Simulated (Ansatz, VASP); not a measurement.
**Pt: VASP beside Ansatz**

```xyz
1
Lattice="-1.5604 1.5604 1.5604 1.5604 -1.5604 1.5604 1.5604 1.5604 -1.5604" Properties=species:S:1:pos:R:3 pbc="T T T"
Pt    0.0000    0.0000    0.0000
```

Alike in both runs: functional PBEsol; k mesh 18 × 18 × 18; occupations gaussian, width 0.1 eV; no spin polarisation.

Ansatz relaxed the structure, and its values are those at the end. VASP's run is a single point on that final structure, the one shown.

|  | VASP | Ansatz |
| --- | --- | --- |
| version | VASP 6.6.1 | Ansatz 0.2.0 |
| potentials or method | VASP PAW PBE potentials, release 64 (Pt), cutoff 500 eV | scalar-relativistic, plane waves, PAW |
| valence electrons in the cell | 10 | 18 |

Ansatz gave:

| Property | Result |
| --- | --- |
| gap on the k mesh at the Fermi level (eV) | none |
| pressure (GPa) | 0.0 |

What did VASP give for the same quantities?

gap on the k mesh at the Fermi level (eV): none; pressure (GPa): -0.4.

VASP's potentials were made for PBE, not for PBEsol. A gap of «none» marks a metal or a gap that the smearing closes. VASP's potentials hold 10 valence electrons a cell and Ansatz's 18, so a difference there can come from the potentials and not from the codes.

Spin-orbit coupling is off throughout.
